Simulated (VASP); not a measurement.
Write the native input for VASP 6.6.1 that does the following.

| Item | Value |
| --- | --- |
| Task | single point |
| Functional | PBEsol |
| Potentials or basis | VASP PAW PBE potentials, release 64 (Bi_d) |
| Cutoff | 520 eV |
| k mesh | 7 × 7 × 7 |
| Occupations | fermi-dirac, width 0.05 eV |
| Spin | no spin polarisation |
| Dipole correction | no |
| Further INCAR settings | ALGO = Normal; EDIFF = 1e-06; NBANDS = 22 |

The structure of Bi lies in POSCAR:

```
Bi
1.0
    2.2622500000      1.3061100000      3.8826110000
   -2.2622500000      1.3061100000      3.8826110000
    0.0000000000     -2.6122210000      3.8826110000
Bi
2
Direct
    0.2368250000      0.2368250000      0.2368250000
    0.7631750000      0.7631750000      0.7631750000
```

One way to write it, as run:

INCAR

```
PREC = Accurate
ENCUT = 520
EDIFF = 1E-6
ISMEAR = -1
SIGMA = 0.05
LREAL = False
LASPH = True
NELM = 80
ALGO = Normal
ISIF = 2
LWAVE = False
LCHARG = True
GGA = PS
LELF = True
LVHAR = True
NBANDS = 22
```

KPOINTS

```
regular mesh
0
Gamma
  7 7 7
```

Potentials or basis: VASP PAW PBE potentials, release 64 (Bi_d).

Launch:

```bash
$ cat potpaw_PBE.64/Bi_d/POTCAR > POTCAR
$ mpirun -np 1 vasp_std > vasp.out
```

Results of the run:

* Pressure: -0.2 GPa
* Largest force: 0.028 eV/Å

Caveat: the PAW data sets were made with another functional, which shifts forces and pressure a little.

Run time: 82 s on 1 thread of Intel Xeon 8259CL, with other jobs on the host, peak memory 0.23 GiB.
